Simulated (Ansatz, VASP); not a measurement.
One calculation of Al4Ir, two programs

```
CELL_PARAMETERS angstrom
0.01992 0.00366 5.27495
7.63957 -0.11305 0.02894
-3.91769 6.83438 -0.00987
ATOMIC_POSITIONS crystal
Al 0.46494 0.50270 0.53157
Al 0.50081 0.48784 0.97570
Al 0.53351 0.02398 0.50366
Al 0.99662 0.48977 0.48431
Al 0.94853 0.47005 0.99361
Al 0.01769 0.99459 0.50950
Al 0.73976 0.33652 0.69568
Al 0.28421 0.67659 0.33545
Ir 0.29453 0.33233 0.65252
Ir 0.71939 0.68563 0.31801
```

Change from the starting cell: cell x1, atoms moved at random (sigma 0.15 Å) and cell strained at random (1.5 %), then relaxed without symmetry.

Alike in both runs: task relaxation of cell and atoms; functional PBE; k mesh 4 × 3 × 3; occupations gaussian, width 0.2 eV; no spin polarisation.

|  | VASP | Ansatz |
| --- | --- | --- |
| version | VASP 6.6.1 | Ansatz 0.2.0 |
| potentials or method | VASP PAW PBE potentials, release 64 (Al, Ir), cutoff 600 eV | scalar-relativistic, plane waves, PAW |
| valence electrons in the cell | 42 | 58 |

Ansatz gave:

* gap on the k mesh at the Fermi level, each at its own relaxed structure (eV): none
* relaxed volume (Å³/atom): 26.70
* relaxed length of the cell vector where the two differ most in proportion (Å): 7.651

Problem. Estimate VASP's values.

Solution. gap on the k mesh at the Fermi level, each at its own relaxed structure (eV): none; relaxed volume (Å³/atom): 26.70; relaxed length of the cell vector where the two differ most in proportion (Å): 7.585.

A gap of «none» marks a metal or a gap that the smearing closes. VASP's potentials hold 42 valence electrons a cell and Ansatz's 58, so a difference there can come from the potentials and not from the codes.

Neither program's run includes spin-orbit coupling.
